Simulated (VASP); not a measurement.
Write the native input for VASP 6.6.1 that does the following.

* Task: single point
* Functional: BLYP
* Potentials or basis: VASP PAW PBE potentials, release 64 (Mo_sv, S)
* Cutoff: 520 eV
* k mesh: 12 × 12 × 12
* Occupations: methfessel-paxton, width 0.15 eV
* Spin: no spin polarisation
* Dipole correction: no
* Further INCAR settings: ALGO = Normal; EDIFF = 1e-06; NBANDS = 20

The structure of MoS2 lies in POSCAR:

```
MoS2
1.0
    1.5800000000      0.9122100000      6.1500000000
   -1.5800000000      0.9122100000      6.1500000000
    0.0000000000     -1.8244300000      6.1500000000
Mo S
1 2
Direct
    0.0000000000      0.0000000000      0.0000000000
    0.2500000000      0.2500000000      0.2500000000
    0.4170000000      0.4170000000      0.4170000000
```

The input as run:

INCAR

```
SYSTEM = MoS2
PREC = Accurate ; ENCUT = 520
EDIFF = 1E-6 ; ISMEAR = 1
SIGMA = 0.15 ; LREAL = .FALSE.
LASPH = .TRUE. ; NELM = 100
ALGO = Normal ; ISIF = 2
LWAVE = .FALSE. ; LCHARG = .FALSE.
GGA = B5 ; ALDAX = 1.0
AGGAX = 1.0 ; AGGAC = 1.0
ALDAC = 0.0 ; NBANDS = 20
```

KPOINTS

```
regular mesh
0
G
  12 12 12
  0 0 0
```

Potentials or basis: VASP PAW PBE potentials, release 64 (Mo_sv, S).

Launch:

```console
$ cat potpaw_PBE.64/Mo_sv/POTCAR potpaw_PBE.64/S/POTCAR > POTCAR
$ mpirun -np 1 vasp_std > vasp.out
```

Results of the run:

The pressure is 12.9 GPa, the largest force is 0.935 eV/Å and the band gap on the k mesh is 0.94 eV (least direct gap 1.71 eV).

Caveat: the cell stands under pressure; the PAW data sets were made with another functional, which shifts forces and pressure a little.

Run time: 3.4 min on 1 thread of Intel(R) Xeon(R) 6975P-C (Granite Rapids) (shared host), peak memory 0.43 GiB.
